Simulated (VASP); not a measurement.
# Si5Ge2 (P4mm) in VASP: notebook

The runs below take Si5Ge2 through single point, with PBE.

Program: VASP 6.6.1. These are calculated values, not measurements. Logs are shortened: lines on timing, memory, paths and dates and some standing lists are left out, and cuts for length are marked.

### 1 The cell of the first run

The structure is tetragonal, space group P4mm (No. 99). The conventional cell has a = 3.803 Å, b = 3.803 Å, c = 8.475 Å, α = 90.00°, β = 90.00°, γ = 90.00°. Si (site symmetry 2mm) has 5 Si at 2.43 to 2.69 Å and 1 Ge at 2.62 Å within 3.2 Å. Within 3.2 Å of Si (site symmetry 2mm) lie 7 Si at 2.43 to 2.69 Å. Si (site symmetry 4mm) has 4 Si at 2.47 Å and 4 Ge at 2.66 Å within 3.3 Å. Ge (site symmetry 2mm) has 4 Si at 2.62 to 3.43 Å and 4 Ge at 2.69 Å within 3.5 Å.

### 2 Single point, PBE

File INCAR:

```
SYSTEM = Si5Ge2
PREC = Accurate
ENCUT = 520
EDIFF = 1E-7
ISMEAR = 0
SIGMA = 0.2
LREAL = .FALSE.
LASPH = .TRUE.
NELM = 100
ALGO = Normal
ISIF = 2
LWAVE = .FALSE.
LCHARG = .FALSE.
GGA = PE
NBANDS = 33
```

File KPOINTS:

```
regular mesh
0
G
  4 4 3
  0 0 0
```

File POSCAR:

```
Si5Ge2
1.0
    3.8032152532      0.0000000000      0.0000000000
    0.0000000000      3.8032152532      0.0000000000
    0.0000000000      0.0000000000      8.4746723789
Si Ge
5 2
Direct
    0.5000000000      0.0000000000      0.7066243680
    0.0000000000      0.5000000000      0.7066243680
    0.5000000000      0.0000000000      0.9929449778
    0.0000000000      0.5000000000      0.9929449778
    0.0000000000      0.0000000000      0.1789008724
    0.5000000000      0.0000000000      0.3979104280
    0.0000000000      0.5000000000      0.3979104280
```

Potentials or basis: VASP PAW PBE potentials, release 64 (Si, Ge_d).

Command:

```
$ cat potpaw_PBE.64/Si/POTCAR potpaw_PBE.64/Ge_d/POTCAR > POTCAR
$ mpirun -np 1 vasp_std > vasp.out
```

OUTCAR:

```text
SYSTEM = Si5Ge2
   PREC = Accurate
   ENCUT = 520
   EDIFF = 1E-7
   ISMEAR = 0
   LREAL = .FALSE.
   LASPH = .TRUE.
   NELM = 100
   ISIF = 2
   GGA = PE

 ion  position               nearest neighbor table
   1  0.500  0.000  0.707-   3 2.43   6 2.62   2 2.69   2 2.69   2 2.69   2 2.69
   2  0.000  0.500  0.707-   4 2.43   7 2.62   1 2.69   1 2.69   1 2.69   1 2.69
   3  0.500  0.000  0.993-   1 2.43   5 2.47   5 2.47   4 2.69   4 2.69   4 2.69   4 2.69
   4  0.000  0.500  0.993-   2 2.43   5 2.47   5 2.47   3 2.69   3 2.69   3 2.69   3 2.69
   5  0.000  0.000  0.179-   3 2.47   4 2.47   4 2.47   3 2.47   6 2.66   7 2.66   7 2.66   6 2.66

   6  0.500  0.000  0.398-   1 2.62   5 2.66   5 2.66   7 2.69   7 2.69   7 2.69   7 2.69
   7  0.000  0.500  0.398-   2 2.62   5 2.66   5 2.66   6 2.69   6 2.69   6 2.69   6 2.69

  LATTYP: Found a simple tetragonal cell.
 ALAT       =     3.8032152532
 C/A-ratio  =     2.2282915414

  Lattice vectors:

 A1 = (   3.8032152532,   0.0000000000,   0.0000000000)
 A2 = (   0.0000000000,   3.8032152532,   0.0000000000)
 A3 = (   0.0000000000,   0.0000000000,   8.4746723789)

Analysis of symmetry for initial positions (statically):
=====================================================================
 Subroutine PRICEL returns:
 Original cell was already a primitive cell.

 Routine SETGRP: Setting up the symmetry group for a
 simple tetragonal supercell.

 Subroutine GETGRP returns: Found  8 space group operations
 (whereof  8 operations were pure point group operations)
 out of a pool of 16 trial point group operations.

The static configuration has the point symmetry C_4v.

Analysis of symmetry for dynamics (positions and initial velocities):
=====================================================================
 Subroutine PRICEL returns:
 Original cell was already a primitive cell.

 Routine SETGRP: Setting up the symmetry group for a
 simple tetragonal supercell.

 Subroutine GETGRP returns: Found  8 space group operations
 (whereof  8 operations were pure point group operations)
 out of a pool of 16 trial point group operations.

The dynamic configuration has the point symmetry C_4v.

 Subroutine INISYM returns: Found  8 space group operations
 (whereof  8 operations are pure point group operations),
 and found     1 'primitive' translations

----------------------------------------------------------------------------------------

[... 93 lines left out ...]
   IBRION =     -1    ionic relax: 0-MD 1-quasi-New 2-CG
   NFREE  =      0    steps in history (QN), initial steepest desc. (CG)
   ISIF   =      2    stress and relaxation
   ISYM   =      2    0-nonsym 1-usesym 2-fastsym
   POTIM  = 0.5000    time-step for ionic-motion
   TEBEG  =    0.0;   TEEND  =   0.0 temperature during run
   PSTRESS=    0.0 pullay stress
   NELECT =      48.0000    total number of electrons
   NUPDOWN=      -1.0000    fix difference up-down
   EMIN   =  10.00;   EMAX   =-10.00  energy-range for DOS
   EFERMI =   0.00;   METHOD = LEGACY
   ISMEAR =     0;   SIGMA  =   0.20  broadening in eV -4-tet -1-fermi 0-gaus
   EFERMI_NEDOS =   21; number of points for ismear=-14 and -15
   IALGO  =     38    algorithm
   IMIX   =      4    mixing-type and parameters
     AMIX     =   0.40;   BMIX     =  1.00
     AMIX_MAG =   1.60;   BMIX_MAG =  1.00
  volume/ion in A,a.u.               =      17.51       118.17
  Fermi-wavevector in a.u.,A,eV,Ry     =   1.197697  2.263319 19.517263  1.434478
  Thomas-Fermi vector in A             =   2.333605
   LORBIT       =      0    0 simple, 1 ext, 2 COOP (PROOUT), +10 PAW based schemes
   GGA     = PE    functional components
   LHFCALC =     F    Hartree Fock is set to
   AEXX    =    0.0000 exact exchange contribution
   IVDW    =     0    specifies the selected vdW correction
   LEPSILON=     F    determine dielectric tensor
   LRPA    =     F    only Hartree local field effects (RPA)
 non-spin polarized calculation
 Gauss-broadening in eV      SIGMA  =   0.20
  energy-cutoff  :      520.00
  volume of cell :      122.58
 maximum number of plane-waves:      3324
   NGX = 15   NGY = 15   NGZ = 31

 number of electron      47.9999964 magnetization

 Free energy of the ion-electron system (eV)
  ---------------------------------------------------
  ext. energy  EPLUGINS =         0.00000000
  ---------------------------------------------------
  free energy    TOTEN  =       -33.42452485 eV

  energy without entropy =      -33.35029831  energy(sigma->0) =      -33.38741158

 E-fermi :   7.4313     XC(G=0): -10.6107

 val. band max:        7.4105339706   @ k =   0.0000   0.0000   0.3333
 cond. band min:       7.5115372575   @ k =   0.5000   0.2500   0.3333
 fundamental gap:      0.1010032869
 Fermi energy:         7.4312619964

 k-point     1 :       0.0000    0.0000    0.0000
  band No.  band energies     occupation
      1     -17.3445      2.00000
      2     -17.2578      2.00000
      3     -17.2378      2.00000
      4     -17.1966      2.00000
      5     -17.1966      2.00000
      6     -17.1208      2.00000
[... 421 lines left out ...]
     32      13.8902      0.00000
     33      14.3494      0.00000

------------------------ aborting loop because EDIFF is reached ----------------------------------------

  FORCE on cell =-STRESS in cart. coord.  units (eV):
  Direction    XX          YY          ZZ          XY          YZ          ZX
  --------------------------------------------------------------------------------------
  -------------------------------------------------------------------------------------
  Total        0.0282067      0.0282067      0.4843958      0.0000000      0.0000000      0.0000000
  in kB        0.3686702      0.3686702      6.3312025      0.0000000      0.0000000      0.0000000
  external PRESSURE =       2.3561810 kB  Pullay stress =       0.0000000 kB

 VOLUME and BASIS-vectors are now :
 -----------------------------------------------------------------------------
  energy-cutoff  :      520.00
  volume of cell :      122.58
      direct lattice vectors                 reciprocal lattice vectors
     3.803215253  0.000000000  0.000000000     0.262935420  0.000000000  0.000000000
     0.000000000  3.803215253  0.000000000     0.000000000  0.262935420  0.000000000
     0.000000000  0.000000000  8.474672379     0.000000000  0.000000000  0.117998662

 POSITION                                       TOTAL-FORCE (eV/Angst)
 -----------------------------------------------------------------------------------
      1.90161      0.00000      5.98841         0.000000      0.000000      0.006077
      0.00000      1.90161      5.98841        -0.000000      0.000000      0.006077
      1.90161      0.00000      8.41488         0.000000      0.000000     -0.058520
      0.00000      1.90161      8.41488         0.000000     -0.000000     -0.058520
      0.00000      0.00000      1.51613         0.000000      0.000000     -0.027475
      1.90161      0.00000      3.37216         0.000000      0.000000      0.066180
      0.00000      1.90161      3.37216         0.000000      0.000000      0.066180
 -----------------------------------------------------------------------------------
    total drift:                                0.000000      0.000000     -0.000125

  FREE ENERGIE OF THE ION-ELECTRON SYSTEM (eV)
  ---------------------------------------------------
  free  energy   TOTEN  =       -33.4245248500 eV

  energy  without entropy=      -33.3502983105  energy(sigma->0) =      -33.38741158
```

OSZICAR:

```text
N       E                     dE             d eps       ncg     rms          rms(c)
DAV:   1     0.366963387692E+03    0.36696E+03   -0.21381E+04   952   0.272E+03
DAV:   2     0.295096511729E+02   -0.33745E+03   -0.32004E+03   792   0.694E+02
DAV:   3    -0.304181086782E+02   -0.59928E+02   -0.57621E+02   953   0.156E+02
DAV:   4    -0.335337900813E+02   -0.31157E+01   -0.30740E+01   983   0.389E+01
DAV:   5    -0.336151652058E+02   -0.81375E-01   -0.81301E-01   952   0.697E+00    0.655E+00
DAV:   6    -0.334584716640E+02    0.15669E+00   -0.34214E-01  1103   0.445E+00    0.377E+00
DAV:   7    -0.334289276627E+02    0.29544E-01   -0.15271E-01  1048   0.176E+00    0.154E+00
DAV:   8    -0.334243239624E+02    0.46037E-02   -0.34718E-02  1071   0.935E-01    0.295E-01
DAV:   9    -0.334242951898E+02    0.28773E-04   -0.57003E-03   992   0.404E-01    0.245E-01
DAV:  10    -0.334244110812E+02   -0.11589E-03   -0.12674E-03   935   0.217E-01    0.107E-01
DAV:  11    -0.334245119855E+02   -0.10090E-03   -0.21811E-04   920   0.819E-02    0.418E-02
DAV:  12    -0.334245235851E+02   -0.11600E-04   -0.24368E-05  1015   0.290E-02    0.849E-03
DAV:  13    -0.334245249793E+02   -0.13942E-05   -0.47262E-06   832   0.110E-02    0.378E-03
DAV:  14    -0.334245248491E+02    0.13029E-06   -0.92205E-07   879   0.557E-03    0.205E-03
DAV:  15    -0.334245248500E+02   -0.96497E-09   -0.24158E-07   768   0.286E-03
   1 F= -.33424525E+02 E0= -.33387412E+02  d E =-.742265E-01
```

stdout:

```text
POSCAR found type information on POSCAR SiGe
 POSCAR found :  2 types and       7 ions
 scaLAPACK will be used
 LDA part: xc-table for (Slater+PW92), standard interpolation
 POSCAR, INCAR and KPOINTS ok, starting setup
 FFT: planning ... GRIDC
 FFT: planning ... GRID_SOFT
 FFT: planning ... GRID
 WAVECAR not read
 entering main loop
```

Run time: 29 s. Hardware: 1 thread of Intel Xeon 6975P-C (Granite Rapids), shared host; peak memory 0.22 GiB.

Results:

| Item | Value |
| --- | --- |
| Free energy | -33.4245 eV |
| Pressure | 0.2 GPa |
| Largest force | 0.066 eV/Å |
| Band gap on the k mesh | zero (band 24 reaches 7.66 eV, above the bottom of band 25 at 5.72 eV) |

Forces on the atoms (eV/Å):
```
Si   0.000  0.000  0.006
Si   0.000  0.000  0.006
Si   0.000  0.000 -0.059
Si   0.000  0.000 -0.059
Si   0.000  0.000 -0.027
Ge   0.000  0.000  0.066
Ge   0.000  0.000  0.066
```

Stress tensor (GPa, compression positive):
```
0.04 0.00 0.00
0.00 0.04 0.00
0.00 0.00 0.63
```

Levels at points of the mesh, in eV from the Fermi level:
```csv
k point,band 20,band 21,band 22,band 23,band 24,band 25,band 26,band 27,band 28,band 29
"(0.00, 0.00, 0.00)",-2.00,-2.00,-2.00,-1.35,-1.35,0.35,1.96,2.01,3.14,3.40
"(0.50, 0.00, 0.00)",-2.26,-1.83,-0.44,-0.13,0.23,0.70,0.73,1.07,1.63,1.77
"(0.50, 0.50, 0.00)",-4.73,-4.47,-3.41,-1.46,-1.46,-0.55,-0.55,-0.07,1.70,3.34
```

Caveat: the k points lie up to 0.41 Å⁻¹ apart.

### 3 Single point, PBE

This run uses another cell than the first one, of 17.58 Å³/atom, 1.004 times its volume.

File INCAR:

```
SYSTEM = Si5Ge2
PREC = Accurate
ENCUT = 520
EDIFF = 1E-7
ISMEAR = 0
SIGMA = 0.1
LREAL = .False.
LASPH = .True.
NELM = 100
ALGO = Normal
ISIF = 2
LWAVE = .False.
LCHARG = .False.
GGA = PE
NBANDS = 33
```

File KPOINTS:

```
regular mesh
0
Gamma
  8 8 4
  0 0 0
```

File POSCAR:

```
Si5Ge2
1.0
    3.7079340997      0.0000000000      0.0000000000
    0.0000000000      3.7079340997      0.0000000000
    0.0000000000      0.0000000000      8.9515277328
Si Ge
5 2
Direct
    0.5000000000      0.0000000000      0.7064851872
    0.0000000000      0.5000000000      0.7064851872
    0.5000000000      0.0000000000      0.9805769325
    0.0000000000      0.5000000000      0.9805769325
    0.0000000000      0.0000000000      0.1738156608
    0.5000000000      0.0000000000      0.4129602599
    0.0000000000      0.5000000000      0.4129602599
```

Potentials or basis: VASP PAW PBE potentials, release 64 (Si, Ge_d).

Command:

```
$ cat potpaw_PBE.64/Si/POTCAR potpaw_PBE.64/Ge_d/POTCAR > POTCAR
$ mpirun -np 1 vasp_std > vasp.out
```

OUTCAR:

```text
SYSTEM = Si5Ge2
   PREC = Accurate
   ENCUT = 520
   EDIFF = 1E-7
   ISMEAR = 0
   LREAL = .False.
   LASPH = .True.
   NELM = 100
   ISIF = 2
   GGA = PE

 ion  position               nearest neighbor table
   1  0.500  0.000  0.706-   3 2.45   2 2.62   2 2.62   2 2.62   2 2.62   6 2.63
   2  0.000  0.500  0.706-   4 2.45   1 2.62   1 2.62   1 2.62   1 2.62   7 2.63
   3  0.500  0.000  0.981-   1 2.45   5 2.54   5 2.54   4 2.62   4 2.62   4 2.62   4 2.62
   4  0.000  0.500  0.981-   2 2.45   5 2.54   5 2.54   3 2.62   3 2.62   3 2.62   3 2.62
[... 1079 lines left out ...]
  Total       -0.0533463     -0.0533463     -0.0161218      0.0000000      0.0000000      0.0000000
  in kB       -0.6944702     -0.6944702     -0.2098759      0.0000000      0.0000000      0.0000000
  external PRESSURE =      -0.5329387 kB  Pullay stress =       0.0000000 kB

 VOLUME and BASIS-vectors are now :
 -----------------------------------------------------------------------------
  energy-cutoff  :      520.00
  volume of cell :      123.07
      direct lattice vectors                 reciprocal lattice vectors
     3.707934100  0.000000000  0.000000000     0.269691956  0.000000000  0.000000000
     0.000000000  3.707934100  0.000000000     0.000000000  0.269691956  0.000000000
     0.000000000  0.000000000  8.951527733     0.000000000  0.000000000  0.111712775

 POSITION                                       TOTAL-FORCE (eV/Angst)
 -----------------------------------------------------------------------------------
      1.85397      0.00000      6.32412         0.000000      0.000000      0.009739
      0.00000      1.85397      6.32412        -0.000000      0.000000      0.009739
      1.85397      0.00000      8.77766         0.000000      0.000000     -0.001184
      0.00000      1.85397      8.77766         0.000000      0.000000     -0.001184
      0.00000      0.00000      1.55592         0.000000      0.000000     -0.010627
      1.85397      0.00000      3.69663         0.000000     -0.000000     -0.003243
      0.00000      1.85397      3.69663         0.000000      0.000000     -0.003243
 -----------------------------------------------------------------------------------
    total drift:                                0.000000      0.000000      0.000097

  FREE ENERGIE OF THE ION-ELECTRON SYSTEM (eV)
  ---------------------------------------------------
  free  energy   TOTEN  =       -33.4624400293 eV

  energy  without entropy=      -33.4484189988  energy(sigma->0) =      -33.45542951
```

Wall time 81 s (1 thread of Intel Xeon 6975P-C (Granite Rapids), shared host); peak memory 0.31 GiB.

Results:

```
Free energy            : -33.4624 eV
Pressure               : -0.1 GPa
Largest force          : 0.011 eV/Å
Band gap on the k mesh : zero (band 24 reaches 8.53 eV, above the bottom of band 25 at 4.99 eV)
```

Forces on the atoms (eV/Å):
```
Si   0.000  0.000  0.010
Si   0.000  0.000  0.010
Si   0.000  0.000 -0.001
Si   0.000  0.000 -0.001
Si   0.000  0.000 -0.011
Ge   0.000  0.000 -0.003
Ge   0.000  0.000 -0.003
```

(Continued in part 2 of 2.)
